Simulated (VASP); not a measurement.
Wanted: the native input for a VASP 6.6.1 run.

| Item | Value |
| --- | --- |
| Task | single point |
| Functional | PBEsol |
| Potentials or basis | VASP PAW PBE potentials, release 64 (Se) |
| Cutoff | 520 eV |
| k mesh | 7 × 7 × 6 |
| Occupations | fermi-dirac, width 0.05 eV |
| Spin | no spin polarisation |
| Dipole correction | no |
| Further INCAR settings | ALGO = Normal; EDIFF = 1e-07; NBANDS = 16 |

The structure of Se lies in POSCAR:

```
Se
1.0
    4.3662000000      0.0000000000      0.0000000000
   -2.1831000000      3.7812401180      0.0000000000
    0.0000000000      0.0000000000      4.9536000000
Se
3
Direct
    0.7789440000      0.7780360000      0.0026320000
    0.0091810000      0.2360590000      0.6578350000
    0.2278140000      0.0017800000      0.3273810000
```

This cell differs from its parent crystal: atoms moved at random.

One way to write it, as run:

INCAR

```
PREC = Accurate
ENCUT = 520
EDIFF = 1E-7
ISMEAR = -1
SIGMA = 0.05
LREAL = False
LASPH = True
NELM = 80
ALGO = Normal
ISIF = 2
LWAVE = False
LCHARG = False
GGA = PS
NBANDS = 16
```

KPOINTS

```
Automatic mesh
0
Gamma
  7 7 6
```

Potentials or basis: VASP PAW PBE potentials, release 64 (Se).

Run with:

```bash
$ cat potpaw_PBE.64/Se/POTCAR > POTCAR
$ mpirun -np 1 vasp_std > vasp.out
```

Results of the run:

```
Pressure               : 0.1 GPa
Largest force          : 0.588 eV/Å
Band gap on the k mesh : 0.85 eV, indirect (least direct gap 1.27 eV)
```

Caveat: the cell differs from its parent crystal (atoms moved at random); the PAW data sets were made with another functional, which shifts forces and pressure a little.

Run time: 2.3 min on 1 thread of Intel(R) Xeon(R) Platinum 8488C (Sapphire Rapids) (shared host), peak memory 0.29 GiB.
